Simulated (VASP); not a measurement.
Wanted: the native input for a VASP 6.6.1 run.

```
Task                   : single point
Functional             : r2SCAN
Potentials or basis    : VASP PAW PBE potentials, release 64 (Ta_pv)
Cutoff                 : 520 eV
k mesh                 : 24 × 24 × 10
Occupations            : gaussian, width 0.15 eV
Spin                   : no spin polarisation
Dipole correction      : no
Further INCAR settings : ALGO = Normal; EDIFF = 1e-07; NBANDS = 18
```

Crystal: Ta.

```
Ta
1.0
     3.12433    0.00000    0.00000
    -1.56217    2.70575    0.00000
     0.00000    0.00000    4.45216
Ta
2
Direct
  0.66667 0.33333 0.75000
  0.33333 0.66667 0.25000
```

This isn't the form of Ta at room conditions, which is bcc.

This cell differs from its parent crystal: ratio of the length along z to the lengths across it x 0.8, volume and fractional coordinates fixed.

These files were run (other wordings do the same):

POSCAR

```
Ta
1.0
    3.1243311036      0.0000000000      0.0000000000
   -1.5621655518      2.7057501056      0.0000000000
    0.0000000000      0.0000000000      4.4521599695
Ta
2
Direct
    0.6666666667      0.3333333333      0.7500000000
    0.3333333333      0.6666666667      0.2500000000
```

INCAR.step1

```
SYSTEM = Ta
PREC = Accurate
ENCUT = 520
ISMEAR = 0
SIGMA = 0.15
LREAL = .FALSE.
LASPH = .TRUE.
NELM = 80
NBANDS = 18
GGA = PE
ALGO = Normal
EDIFF = 1E-4
LWAVE = .TRUE.
LCHARG = .FALSE.
```

INCAR.step2

```
SYSTEM = Ta
PREC = Accurate
ENCUT = 520
EDIFF = 1E-7
ISMEAR = 0
SIGMA = 0.15
LREAL = .FALSE.
LASPH = .TRUE.
NELM = 80
ALGO = Normal
ISIF = 2
LWAVE = .FALSE.
LCHARG = .FALSE.
METAGGA = R2SCAN
LMIXTAU = .TRUE.
NBANDS = 18
ISTART = 1
```

KPOINTS

```
Automatic mesh
0
G
  24 24 10
  0 0 0
```

Potentials or basis: VASP PAW PBE potentials, release 64 (Ta_pv).

Run with:

```console
$ cat potpaw_PBE.64/Ta_pv/POTCAR > POTCAR
$ cp INCAR.step1 INCAR
$ mpirun -np 1 vasp_std > vasp.out
$ cp INCAR.step2 INCAR
$ mpirun -np 1 vasp_std > vasp.out
```

It gave:

```
Pressure               : -1.2 GPa
Band gap on the k mesh : zero (bands 11 and 12 overlap by 2.06 eV)
```

Caveat: the stress differs along the axes, from -4 to 4 GPa; the PAW data sets were made with another functional, which shifts forces and pressure a little; spin-orbit coupling is left out, which moves the levels of the heavy elements.

It took 3.6 min on 1 thread of Intel(R) Xeon(R) 6975P-C (Granite Rapids), with other jobs on the host, peak memory 0.32 GiB.
